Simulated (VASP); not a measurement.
Input of a VASP 6.6.1 run:

INCAR

```
PREC = Accurate
ENCUT = 520
EDIFF = 1E-6
ISMEAR = 1
SIGMA = 0.1
LREAL = False
LASPH = True
NELM = 100
ALGO = Normal
ISIF = 2
LWAVE = False
LCHARG = True
GGA = PS
LELF = True
LVHAR = True
NBANDS = 14
```

Contents of KPOINTS:

```
Automatic mesh
0
Gamma
  9 9 9
```

File POSCAR:

```
HfN
1.0
    0.0000000000      2.2262460171      2.2262460171
    2.2262460171      0.0000000000      2.2262460171
    2.2262460171      2.2262460171      0.0000000000
Hf N
1 1
Direct
    0.0000000000      0.0000000000      0.0000000000
    0.5000000000      0.5000000000      0.5000000000
```

Potentials or basis: VASP PAW PBE potentials, release 64 (Hf_pv, N).

Launch:

```sh
$ cat potpaw_PBE.64/Hf_pv/POTCAR potpaw_PBE.64/N/POTCAR > POTCAR
$ mpirun -np 1 vasp_std > vasp.out
```

(1) Estimate the pressure.

## Answers

(1) 7.8 GPa.

Caveat: the PAW data sets were made with another functional, which shifts forces and pressure a little.
